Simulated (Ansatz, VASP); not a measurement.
Si6CO in VASP and in Ansatz

```
CELL_PARAMETERS angstrom
3.83334 0.00000 0.00000
0.00000 5.42117 0.00000
0.00000 0.00000 22.53775
ATOMIC_POSITIONS crystal
Si 0.50000 0.00000 0.17748
Si 0.00000 0.25000 0.17748
Si 0.00000 0.50388 0.26029
Si 0.50000 0.74612 0.26029
Si 0.50000 0.00860 0.34111
Si 0.00000 0.24140 0.34111
O 0.00000 0.84194 0.47865
C 0.00000 0.84194 0.52968
```

Alike in both runs: task single point; functional PBE; dispersion D3(BJ); k mesh 7 × 5 × 1; occupations gaussian, width 0.05 eV; no spin polarisation.

|  | VASP | Ansatz |
| --- | --- | --- |
| version | VASP 6.6.1 | Ansatz 0.2.0 |
| potentials or method | VASP PAW PBE potentials, release 64 (Si, O, C), cutoff 520 eV | scalar-relativistic, plane waves, PAW |
| valence electrons in the cell | 34 | 34 |

```csv
,VASP,Ansatz,Ansatz less VASP
gap on the k mesh at the Fermi level (eV),none,none,-
rms of the force components (eV/Å),0.260,0.467,+0.2066
```

Atom by atom the forces differ by 0.235 eV/Å (rms over components). A gap of «none» marks a metal or a gap that the smearing closes. One of these differences is far larger than is usual between the two programs; its cause wasn't traced.

Noted on VASP's run: the standard files for N, O and F lose accuracy on very short bonds.
